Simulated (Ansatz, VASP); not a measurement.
Two plane-wave programs on Ba

```
Ba
1.0
    -3.21071    3.21071    1.75915
     3.21071   -3.21071    1.75915
     3.21071    3.21071   -1.75915
Ba
2
Direct
  0.62500 0.87500 0.75000
  0.37500 0.12500 0.25000
```

Change from the starting cell: volume scaled by 0.6, PAW files.

Alike in both runs: task single point; functional PBE; k mesh 10 × 10 × 10; occupations fermi-dirac, width 0.08 eV; no spin polarisation.

|  | VASP | Ansatz |
| --- | --- | --- |
| version | VASP 6.6.1 | Ansatz 0.2.0 |
| potentials or method | VASP PAW PBE potentials, release 64 (Ba_sv) | PAW with Ansatz's default frozen-core files, scalar-relativistic |
| plane-wave cutoff (eV) | 520 | 420 |
| valence electrons in the cell | 20 | 20 |

Ansatz gave:

```
pressure (GPa)                                                : 9.0
traceless stress, the component that is largest in VASP (GPa) : 0.32
```

Which values does VASP return?

Pressure (GPa): 10.3; traceless stress, the component that is largest in VASP (GPa): 0.25.

Neither program's run includes spin-orbit coupling.
